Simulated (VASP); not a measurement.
# GaSb3 (C2/m) in VASP: notebook

The runs below take GaSb3 through single point, with PBEsol+D3(BJ).

Program: VASP 6.6.1. These are calculated values, not measurements. Logs are shortened: lines on timing, memory, paths and dates and some standing lists are left out, and cuts for length are marked.

## 1. The cell of the first run

The structure is monoclinic, space group C2/m (No. 12). Conventional cell: a = 6.980 Å, b = 6.980 Å, c = 5.004 Å, α = 90.00°, β = 134.22°, γ = 90.00°. Ga (site symmetry 2/m) has 14 Sb at 2.98 to 3.59 Å within 3.9 Å. Sb (site symmetry 2) has 4 Ga at 2.98 to 3.12 Å and 10 Sb at 2.98 to 3.73 Å within 3.9 Å. Within 3.9 Å of Sb (site symmetry 2/m) lie 8 Sb at 2.98 to 3.12 Å and 6 Ga at 3.49 to 3.59 Å.

## 2. Single point, PBEsol+D3(BJ) (atoms displaced along a vibrational mode, the cell strained)

File INCAR:

```
PREC = Accurate
ENCUT = 520
EDIFF = 1E-6
ISMEAR = 0
SIGMA = 0.15
LREAL = False
LASPH = True
NELM = 100
ALGO = Normal
ISIF = 2
LWAVE = False
LCHARG = False
GGA = PS
IVDW = 12
NBANDS = 22
```

File KPOINTS:

```
Automatic mesh
0
Gamma
  10 10 10
```

File POSCAR:

```
GaSb3
1.0
    0.0000000000      3.4900328236      3.5857729617
    3.4900328236      0.0000000000      3.5857729617
    3.4900328236      3.4900328236      0.0000000000
Ga Sb
1 3
Direct
    0.0000000000      0.0000000000      0.0000000000
    0.2671511138      0.2328488862      0.2328488862
    0.7328488862      0.7671511138      0.7671511138
    0.5000000000      0.5000000000      0.5000000000
```

Potentials or basis: VASP PAW PBE potentials, release 64 (Ga_d, Sb).

Started as:

```bash
> cat potpaw_PBE.64/Ga_d/POTCAR potpaw_PBE.64/Sb/POTCAR > POTCAR
> mpirun -np 1 vasp_std > vasp.out
```

OUTCAR:

```text
PREC = Accurate
   ENCUT = 520
   EDIFF = 1E-6
   ISMEAR = 0
   LREAL = False
   LASPH = True
   NELM = 100
   ISIF = 2
   GGA = PS
   IVDW = 12
 IVDW          = 12

 ion  position               nearest neighbor table
   1  0.000  0.000  0.000-   3 2.98   2 2.98   3 2.98   2 2.98   3 3.12   2 3.12   2 3.12   3 3.12

   2  0.267  0.233  0.233-   1 2.98   1 2.98   4 2.98   4 2.98   4 3.12   1 3.12   1 3.12   4 3.12
                             3 3.25   3 3.50   3 3.50   3 3.59   3 3.59   3 3.73
   3  0.733  0.767  0.767-   4 2.98   4 2.98   1 2.98   1 2.98   4 3.12   1 3.12   1 3.12   4 3.12
                             2 3.25   2 3.50   2 3.50   2 3.59   2 3.59   2 3.73
   4  0.500  0.500  0.500-   2 2.98   2 2.98   3 2.98   3 2.98   3 3.12   2 3.12   2 3.12   3 3.12

  LATTYP: Found a body centered tetragonal cell.
 ALAT       =     4.9356517523
 C/A-ratio  =     1.4530089000

  Lattice vectors:

 A1 = (  -3.4900328236,   0.0000000000,   3.5857729617)
 A2 = (   3.4900328236,   0.0000000000,   3.5857729617)
 A3 = (   0.0000000000,   3.4900328236,  -3.5857729617)

Analysis of symmetry for initial positions (statically):
=====================================================================
 Subroutine PRICEL returns:
 Original cell was already a primitive cell.

 Routine SETGRP: Setting up the symmetry group for a
 body centered tetragonal supercell.

 Subroutine GETGRP returns: Found  4 space group operations
 (whereof  4 operations were pure point group operations)
 out of a pool of 16 trial point group operations.

The static configuration has the point symmetry C_2h.

Analysis of symmetry for dynamics (positions and initial velocities):
=====================================================================
 Subroutine PRICEL returns:
 Original cell was already a primitive cell.

 Routine SETGRP: Setting up the symmetry group for a
 body centered tetragonal supercell.

 Subroutine GETGRP returns: Found  4 space group operations
 (whereof  4 operations were pure point group operations)
 out of a pool of 16 trial point group operations.

The dynamic configuration has the point symmetry C_2h.

 Subroutine INISYM returns: Found  4 space group operations
 (whereof  4 operations are pure point group operations),
 and found     1 'primitive' translations

----------------------------------------------------------------------------------------

                                     Primitive cell

  volume of cell :      87.3518

  direct lattice vectors                    reciprocal lattice vectors
     0.000000000  3.490032824  3.585772962    -0.143265128  0.143265128  0.139439949
     3.490032824  0.000000000  3.585772962     0.143265128 -0.143265128  0.139439949
     3.490032824  3.490032824  0.000000000     0.143265128  0.143265128 -0.139439949

  length of vectors
     5.003808234  5.003808234  4.935651752     0.245953844  0.245953844  0.245953844

  position of ions in fractional coordinates (direct lattice)
     0.000000000  0.000000000  0.000000000
     0.267151114  0.232848886  0.232848886
     0.732848886  0.767151114  0.767151114
     0.500000000  0.500000000  0.500000000

  ion indices of the primitive-cell ions
   primitive index   ion index
                 1           1
                 2           2
                 3           3
                 4           4

----------------------------------------------------------------------------------------

 KPOINTS: Automatic mesh

Automatic generation of k-mesh.
 Grid dimensions read from file:
 generate k-points for:   10   10   10

 Generating k-lattice:

  Cartesian coordinates                     Fractional coordinates (reciprocal lattice)
    -0.014326513  0.014326513  0.013943995     0.100000000  0.000000000  0.000000000
     0.014326513 -0.014326513  0.013943995     0.000000000  0.100000000  0.000000000
     0.014326513  0.014326513 -0.013943995     0.000000000  0.000000000  0.100000000

  Length of vectors
     0.024595384  0.024595384  0.024595384

  Shift w.r.t. Gamma in fractional coordinates (k-lattice)
     0.000000000  0.000000000  0.000000000

 Subroutine IBZKPT returns following result:
 ===========================================

 Found    282 irreducible k-points:

 Following reciprocal coordinates:
            Coordinates               Weight
  0.000000  0.000000  0.000000      1.000000
  0.100000  0.000000  0.000000      4.000000
  0.000000  0.000000 -0.100000      4.000000
  0.200000  0.000000  0.000000      4.000000
  0.000000  0.000000 -0.200000      4.000000
  0.300000  0.000000  0.000000      4.000000
[... 16 lines left out ...]
 -0.300000  0.100000  0.000000      4.000000
  0.100000  0.100000  0.400000      4.000000
 [... further k-points ...]
   k-points           NKPTS =    282   k-points in BZ     NKDIM =    282   number of bands    NBANDS=     22
   number of dos      NEDOS =    301   number of ions     NIONS =      4
   total plane-waves  NPLWV =  64000
   dimension x,y,z NGX =    40 NGY =   40 NGZ =   40
   dimension x,y,z NGXF=    80 NGYF=   80 NGZF=   80
   ions per type =               1   3
   NGX,Y,Z   is equivalent  to a cutoff of  13.29, 13.29, 13.47 a.u.
   NGXF,Y,Z  is equivalent  to a cutoff of  26.58, 26.58, 26.95 a.u.
 SYSTEM =  unknown system
   PREC   = accura    normal or accurate (medium, high low for compatibility)
   ISTART =      0    job   : 0-new  1-cont  2-samecut
   ICHARG =      2    charge: 1-file 2-atom 10-const
   ISPIN  =      1    spin polarized calculation?
   LNONCOLLINEAR =      F non collinear calculations
   LSORBIT =      F    spin-orbit coupling
   LASPH  =      T    aspherical Exc in radial PAW
   ENCUT  =  520.0 eV  38.22 Ry    6.18 a.u.   9.30  9.30  9.18*2*pi/ulx,y,z
   NELM   =    100;   NELMIN=  2; NELMDL= -5     # of ELM steps
   EDIFF  = 0.1E-05   stopping-criterion for ELM
   LREAL  =      F    real-space projection
   EDIFFG = 0.1E-04   stopping-criterion for IOM
   NSW    =      0    number of steps for IOM
   IBRION =     -1    ionic relax: 0-MD 1-quasi-New 2-CG
   NFREE  =      0    steps in history (QN), initial steepest desc. (CG)
   ISIF   =      2    stress and relaxation
   ISYM   =      2    0-nonsym 1-usesym 2-fastsym
   POTIM  = 0.5000    time-step for ionic-motion
   TEBEG  =    0.0;   TEEND  =   0.0 temperature during run
   PSTRESS=    0.0 pullay stress
   NELECT =      28.0000    total number of electrons
   NUPDOWN=      -1.0000    fix difference up-down
   EMIN   =  10.00;   EMAX   =-10.00  energy-range for DOS
   EFERMI =   0.00;   METHOD = LEGACY
   ISMEAR =     0;   SIGMA  =   0.15  broadening in eV -4-tet -1-fermi 0-gaus
   EFERMI_NEDOS =   21; number of points for ismear=-14 and -15
   IALGO  =     38    algorithm
   IMIX   =      4    mixing-type and parameters
     AMIX     =   0.40;   BMIX     =  1.00
     AMIX_MAG =   1.60;   BMIX_MAG =  1.00
  volume/ion in A,a.u.               =      21.84       147.37
  Fermi-wavevector in a.u.,A,eV,Ry     =   1.120393  2.117235 17.079116  1.255280
  Thomas-Fermi vector in A             =   2.257039
   LORBIT       =      0    0 simple, 1 ext, 2 COOP (PROOUT), +10 PAW based schemes
   GGA     = PS    functional components
   LHFCALC =     F    Hartree Fock is set to
   AEXX    =    0.0000 exact exchange contribution
   IVDW    =    12    specifies the selected vdW correction
   LEPSILON=     F    determine dielectric tensor
   LRPA    =     F    only Hartree local field effects (RPA)
 non-spin polarized calculation
 Gauss-broadening in eV      SIGMA  =   0.15
  energy-cutoff  :      520.00
  volume of cell :       87.35
 maximum number of plane-waves:      2368
 NGX is ok and might be reduce to    40
   NGX = 19   NGY = 19   NGZ = 19

 number of electron      28.0000007 magnetization

 Free energy of the ion-electron system (eV)
  ---------------------------------------------------
  ext. energy  EPLUGINS =         0.00000000
  ---------------------------------------------------
  free energy    TOTEN  =       -16.07338158 eV

  energy without entropy =      -16.05672615  energy(sigma->0) =      -16.06505386

 E-fermi :   9.4515     XC(G=0): -11.0744

 val. band max:        9.4429786783   @ k =   0.5000   0.3000   0.1000
 cond. band min:       9.4593464474   @ k =  -0.4000  -0.3000  -0.3000
 fundamental gap:      0.0163677691
 Fermi energy:         9.4514528311

 k-point     1 :       0.0000    0.0000    0.0000
  band No.  band energies     occupation
      1      -5.3171      2.00000
      2      -5.3125      2.00000
      3      -5.3068      2.00000
      4      -5.2878      2.00000
      5      -5.2846      2.00000
      6      -4.3586      2.00000
[... 14 lines left out ...]
     21      17.6865      0.00000
     22      17.9117      0.00000

 k-point     2 :       0.1000    0.0000    0.0000
  band No.  band energies     occupation
      1      -5.3158      2.00000
      2      -5.3131      2.00000
      3      -5.3064      2.00000
      4      -5.2880      2.00000
      5      -5.2848      2.00000
      6      -4.2715      2.00000
[... 14 lines left out ...]
     21      16.9804      0.00000
     22      17.5303      0.00000

 k-point     3 :       0.0000    0.0000   -0.1000
  band No.  band energies     occupation
      1      -5.3176      2.00000
      2      -5.3120      2.00000
      3      -5.3071      2.00000
      4      -5.2880      2.00000
      5      -5.2847      2.00000
      6      -4.2658      2.00000
[... 14 lines left out ...]
     21      16.8754      0.00000
     22      17.5630      0.00000

 k-point     4 :       0.2000    0.0000    0.0000
  band No.  band energies     occupation
      1      -5.3163      2.00000
      2      -5.3120      2.00000
      3      -5.3052      2.00000
      4      -5.2886      2.00000
      5      -5.2852      2.00000
      6      -4.0111      2.00000
[... 14 lines left out ...]
     21      15.2780      0.00000
     22      16.5359      0.00000

 k-point     5 :       0.0000    0.0000   -0.2000
  band No.  band energies     occupation
      1      -5.3201      2.00000
      2      -5.3107      2.00000
      3      -5.3071      2.00000
      4      -5.2885      2.00000
      5      -5.2851      2.00000
      6      -3.9876      2.00000
[... 14 lines left out ...]
     21      15.1589      0.00000
     22      16.4930      0.00000

 k-point     6 :       0.3000    0.0000    0.0000
  band No.  band energies     occupation
      1      -5.3203      2.00000
      2      -5.3091      2.00000
      3      -5.3040      2.00000
      4      -5.2891      2.00000
      5      -5.2854      2.00000
      6      -3.5875      2.00000
[... 14 lines left out ...]
     21      15.2428      0.00000
     22      15.4927      0.00000

 k-point     7 :       0.0000    0.0000   -0.3000
  band No.  band energies     occupation
      1      -5.3244      2.00000
      2      -5.3093      2.00000
      3      -5.3064      2.00000
      4      -5.2890      2.00000
      5      -5.2855      2.00000
      6      -3.5254      2.00000
[... 324 lines left out ...]
      6      -2.3333      2.00000
[... 14 lines left out ...]
     21      15.4299      0.00000
     22      17.7776      0.00000

 k-point    21 :      -0.4000    0.1000    0.0000
  band No.  band energies     occupation
      1      -5.3237      2.00000
      2      -5.3078      2.00000
      3      -5.3033      2.00000
      4      -5.2896      2.00000
      5      -5.2862      2.00000
      6      -2.7820      2.00000
[... 14 lines left out ...]
     21      15.2432      0.00000
     22      17.6032      0.00000

 k-point    22 :       0.1000    0.1000    0.5000
  band No.  band energies     occupation
      1      -5.3275      2.00000
      2      -5.3091      2.00000
      3      -5.3049      2.00000
      4      -5.2897      2.00000
      5      -5.2862      2.00000
      6      -2.5579      2.00000
[... 14 lines left out ...]
     21      15.3112      0.00000
     22      17.5439      0.00000

 k-point    23 :      -0.3000    0.1000    0.0000
  band No.  band energies     occupation
      1      -5.3208      2.00000
      2      -5.3098      2.00000
      3      -5.3038      2.00000
      4      -5.2898      2.00000
      5      -5.2858      2.00000
      6      -3.3162      2.00000
[... 14 lines left out ...]
     21      15.3066      0.00000
     22      16.0338      0.00000

 k-point    24 :       0.1000    0.1000    0.4000
  band No.  band energies     occupation
      1      -5.3248      2.00000
      2      -5.3096      2.00000
      3      -5.3053      2.00000
      4      -5.2899      2.00000
      5      -5.2856      2.00000
      6      -3.2476      2.00000
[... 14 lines left out ...]
     21      15.2426      0.00000
     22      15.9873      0.00000

 [... further k-points ...]

------------------------ aborting loop because EDIFF is reached ----------------------------------------

 Edisp (eV)   -2.08806

 E8    (eV) :    -1.4371

  FORCE on cell =-STRESS in cart. coord.  units (eV):
  Direction    XX          YY          ZZ          XY          YZ          ZX
  --------------------------------------------------------------------------------------
  -------------------------------------------------------------------------------------
  Total       3.44493     3.21864     2.24644     0.00000    -0.71746     0.00000
  in kB      63.18579    59.03522    41.20347     0.00000   -13.15938     0.00000
  external pressure =       54.47 kB  Pullay stress =        0.00 kB

 VOLUME and BASIS-vectors are now :
 -----------------------------------------------------------------------------
  energy-cutoff  :      520.00
  volume of cell :       87.35
      direct lattice vectors                 reciprocal lattice vectors
     0.000000000  3.490032824  3.585772962    -0.143265128  0.143265128  0.139439949
     3.490032824  0.000000000  3.585772962     0.143265128 -0.143265128  0.139439949
     3.490032824  3.490032824  0.000000000     0.143265128  0.143265128 -0.139439949

 POSITION                                       TOTAL-FORCE (eV/Angst)
 -----------------------------------------------------------------------------------
      0.00000      0.00000      0.00000         0.000000      0.000000      0.000000
      1.62530      1.74502      1.79289         0.738633     -0.000000      0.000000
      5.35477      5.23505      5.37866        -0.738633      0.000000     -0.000000
      3.49003      3.49003      3.58577         0.000000      0.000000      0.000000
 -----------------------------------------------------------------------------------
    total drift:                                0.000000     -0.000000     -0.000000

  FREE ENERGIE OF THE ION-ELECTRON SYSTEM (eV)
  ---------------------------------------------------
  free  energy   TOTEN  =       -18.1614390062 eV

  energy  without entropy=      -18.1447835741  energy(sigma->0) =      -18.15311129
```

It took 3.5 min on 1 thread of Intel Xeon 6975P-C (Granite Rapids), shared host; peak memory 0.62 GiB.

What came out:

* Free energy: -18.1614 eV
* Pressure: 5.4 GPa
* Largest force: 0.739 eV/Å
* Band gap on the k mesh: zero (bands 14 and 15 overlap by 4.32 eV)
* Dispersion energy per atom: -0.522 eV

Forces on the atoms (eV/Å):
```
Ga   0.000  0.000  0.000
Sb   0.739  0.000  0.000
Sb  -0.739  0.000  0.000
Sb   0.000  0.000  0.000
```

Stress tensor (GPa, compression positive):
```
 6.32  0.00  0.00
 0.00  5.90 -1.32
 0.00 -1.32  4.12
```

Caveat: the cell differs from its parent crystal (atoms displaced along a vibrational mode, the cell strained); the cell stands under pressure; the PAW data sets were made with another functional, which shifts forces and pressure a little; spin-orbit coupling is left out, which moves the levels of the heavy elements.

[end of part 1 of 2]
